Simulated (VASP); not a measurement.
# Si in VASP: a series of runs, part 2 of 2

VASP 6.6.1. The steps go on from the part before.

### Step 3. Single point, PBE, collinear spin

This run uses another cell than the first one.

File INCAR:

```
SYSTEM = Si
PREC = Accurate
ENCUT = 520
EDIFF = 1E-7
ISMEAR = 0
SIGMA = 0.05
LREAL = .False.
LASPH = .True.
NELM = 150
ALGO = Normal
ISIF = 2
LWAVE = .False.
LCHARG = .False.
ISPIN = 2
MAGMOM = 0.5 0.5
LORBIT = 11
GGA = PE
NBANDS = 15
```

File KPOINTS:

```
Automatic mesh
0
Gamma
  1 1 28
  0 0 0
```

File POSCAR:

```
Si
1.0
   10.9000000000      0.0000000000      0.0000000000
    0.0000000000      9.3000000000      0.0000000000
    0.0000000000      0.0000000000      2.4968021618
Si
2
Direct
    0.4063387174      0.5000000000      0.0000000000
    0.5936612826      0.5000000000      0.5000000000
```

Potentials or basis: VASP PAW PBE potentials, release 64 (Si).

Run with:

```
$ cat potpaw_PBE.64/Si/POTCAR > POTCAR
$ mpirun -np 1 vasp_std > vasp.out
```

OUTCAR:

```text
SYSTEM = Si
   PREC = Accurate
   ENCUT = 520
   EDIFF = 1E-7
   ISMEAR = 0
   LREAL = .False.
   LASPH = .True.
   NELM = 150
   ISIF = 2
   ISPIN = 2
   LORBIT = 11
   GGA = PE

 ion  position               nearest neighbor table
   1  0.406  0.500  0.000-   2 2.39   2 2.39
   2  0.594  0.500  0.500-   1 2.39   1 2.39

  LATTYP: Found a simple orthorhombic cell.
 ALAT       =     2.4968021618
 B/A-ratio  =     3.7247644777
 C/A-ratio  =     4.3655841727

  Lattice vectors:

 A1 = (   0.0000000000,   0.0000000000,  -2.4968021618)
 A2 = (   0.0000000000,   9.3000000000,   0.0000000000)
 A3 = (  10.9000000000,   0.0000000000,   0.0000000000)

Analysis of symmetry for initial positions (statically):
=====================================================================
 Subroutine PRICEL returns:
 Original cell was already a primitive cell.

 Routine SETGRP: Setting up the symmetry group for a
 simple orthorhombic supercell.

 Subroutine GETGRP returns: Found  8 space group operations
[... 720 lines left out ...]
     10       3.6755      0.00000
     11       5.9679      0.00000
     12       5.9679      0.00000
     13       6.9943      0.00000
     14       6.9943      0.00000
     15       7.4269      0.00000

------------------------ aborting loop because EDIFF is reached ----------------------------------------

  FORCE on cell =-STRESS in cart. coord.  units (eV):
  Direction    XX          YY          ZZ          XY          YZ          ZX
  --------------------------------------------------------------------------------------
  -------------------------------------------------------------------------------------
  Total       -0.0430181      0.0164310      0.0392816      0.0000000      0.0000000      0.0000000
  in kB       -0.2723132      0.1040114      0.2486603      0.0000000      0.0000000      0.0000000
  external PRESSURE =       0.0267862 kB  Pullay stress =       0.0000000 kB

 VOLUME and BASIS-vectors are now :
 -----------------------------------------------------------------------------
  energy-cutoff  :      520.00
  volume of cell :      253.10
      direct lattice vectors                 reciprocal lattice vectors
    10.900000000  0.000000000  0.000000000     0.091743119  0.000000000  0.000000000
     0.000000000  9.300000000  0.000000000     0.000000000  0.107526882  0.000000000
     0.000000000  0.000000000  2.496802162     0.000000000  0.000000000  0.400512309

 POSITION                                       TOTAL-FORCE (eV/Angst)
 -----------------------------------------------------------------------------------
      4.42909      4.65000      0.00000         0.006559      0.000000      0.000000
      6.47091      4.65000      1.24840        -0.006559      0.000000      0.000000
 -----------------------------------------------------------------------------------
    total drift:                                0.000000     -0.000000     -0.000000

  FREE ENERGIE OF THE ION-ELECTRON SYSTEM (eV)
  ---------------------------------------------------
  free  energy   TOTEN  =        -8.2977824442 eV

  energy  without entropy=       -8.2963193078  energy(sigma->0) =       -8.29705088

 total charge

# of ion       s       p       d       tot
------------------------------------------
    1        0.864   0.737   0.000   1.602
    2        0.864   0.737   0.000   1.602
--------------------------------------------------
tot          1.729   1.474   0.000   3.203

 magnetization (x)

# of ion       s       p       d       tot
------------------------------------------
    1       -0.000  -0.000   0.000  -0.000
    2       -0.000  -0.000   0.000  -0.000
--------------------------------------------------
tot         -0.000  -0.000   0.000  -0.000
```

OSZICAR:

```text
N       E                     dE             d eps       ncg     rms          rms(c)
DAV:   1     0.283835453094E+02    0.28384E+02   -0.21399E+03   900   0.315E+02
DAV:   2    -0.645150960731E+01   -0.34835E+02   -0.30766E+02  1393   0.624E+01
DAV:   3    -0.863464521610E+01   -0.21831E+01   -0.21074E+01  1173   0.159E+01
[... 18 lines left out ...]
DAV:  22    -0.829778044925E+01   -0.38898E-05   -0.64717E-07  1089   0.318E-03    0.357E-04
DAV:  23    -0.829778136117E+01   -0.91191E-06   -0.45409E-07   986   0.318E-03    0.226E-04
DAV:  24    -0.829778232160E+01   -0.96043E-06   -0.57173E-07  1040   0.346E-03    0.160E-04
DAV:  25    -0.829778244431E+01   -0.12271E-06   -0.37250E-07   977   0.290E-03    0.772E-05
DAV:  26    -0.829778244422E+01    0.85322E-10   -0.15161E-07  1027   0.187E-03
   1 F= -.82977824E+01 E0= -.82970509E+01  d E =-.146314E-02  mag=    -0.0000
```

stdout:

```text
POSCAR found type information on POSCAR Si
 POSCAR found :  1 types and       2 ions
 scaLAPACK will be used
 LDA part: xc-table for (Slater+PW92), standard interpolation
 POSCAR, INCAR and KPOINTS ok, starting setup
 FFT: planning ... GRIDC
 FFT: planning ... GRID_SOFT
 FFT: planning ... GRID
 WAVECAR not read
 entering main loop
```

It took 3 min on 1 thread of Intel Xeon Platinum 8488C (Sapphire Rapids), shared host; peak memory 0.44 GiB.

Results:

```yaml
Free_energy: -8.2978 eV
Largest_force: 0.007 eV/Å
Band_gap_on_the_k_mesh: zero (filled and empty bands overlap)
Net_moment: 0.00 μB per cell
Valence_electrons_inside_the_program's_atomic_spheres: Si 1.60
```

Forces on the atoms (eV/Å):
```
Si   0.007  0.000  0.000
Si  -0.007  0.000  0.000
```
